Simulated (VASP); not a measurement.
WC, 2 atoms in the cell. The typed cell holds 2 atoms: a = 3.101 Å, b = 3.101 Å, c = 3.101 Å, α = 60.00°, β = 60.00°, γ = 60.00°. 

- Program: VASP 6.6.1
- Task: single point
- Functional: PBEsol
- Potentials or basis: VASP PAW PBE potentials, release 64 (W_sv, C)
- Cutoff: 520 eV
- k mesh: 6 × 6 × 6
- Occupations: methfessel-paxton, width 0.1 eV
- Spin: no spin polarisation
- Dipole correction: no
- Further INCAR settings: ALGO = Normal; EDIFF = 1e-07; NBANDS = 16

Potentials or basis: VASP PAW PBE potentials, release 64 (W_sv, C).

Run with:

```sh
$ cat potpaw_PBE.64/W_sv/POTCAR potpaw_PBE.64/C/POTCAR > POTCAR
$ mpirun -np 1 vasp_std > vasp.out
```

Hardware: 1 thread of Intel(R) Xeon(R) 6975P-C (Granite Rapids), with other jobs on the host.

Task: How long does it take, and how much memory?

Result: Run time: 13 s on 1 thread of Intel(R) Xeon(R) 6975P-C (Granite Rapids) (shared host), peak memory 0.16 GiB. Counts: scf iterations 13, k points 112.
